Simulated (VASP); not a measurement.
Wanted: the native input for a VASP 6.6.1 run.

```yaml
Task: single point
Functional: PBE
Potentials_or_basis: VASP PAW PBE potentials, release 64 (Na_pv)
Cutoff: 520 eV
k_mesh: 10 × 10 × 10
Occupations: fermi-dirac, width 0.08 eV
Spin: no spin polarisation
Dipole_correction: no
Further_INCAR_settings: ALGO = Normal; EDIFF = 1e-06; NBANDS = 14
```

The structure of Na lies in POSCAR:

```
Na
1.0
    0.0000000000      3.2578603807      3.2578603807
    3.2578603807      0.0000000000      3.2578603807
    3.2578603807      3.2578603807      0.0000000000
Na
2
Direct
   -0.1250000000     -0.1250000000     -0.1250000000
    0.1250000000      0.1250000000      0.1250000000
```

This isn't the form of Na at room conditions, which is bcc.

The input as run:

INCAR

```
ALGO = Normal
EDIFF = 1E-6
ENCUT = 520
GGA = PE
ISIF = 2
ISMEAR = -1
LASPH = True
LCHARG = True
LELF = True
LREAL = False
LVHAR = True
LWAVE = False
NBANDS = 14
NELM = 60
PREC = Accurate
SIGMA = 0.08
```

KPOINTS

```
k-points
0
Gamma
  10 10 10
```

Potentials or basis: VASP PAW PBE potentials, release 64 (Na_pv).

Run with:

```console
$ cat potpaw_PBE.64/Na_pv/POTCAR > POTCAR
$ mpirun -np 1 vasp_std > vasp.out
```

Results of the run:

```json
{
 "Pressure": "2.9 GPa",
 "Band gap on the k mesh": "zero (bands 7 and 8 overlap by 1.35 eV)"
}
```

Run time: 19 s on 1 thread of AMD EPYC 9R45 96-Core Processor (Zen 5) (shared host), peak memory 0.17 GiB.
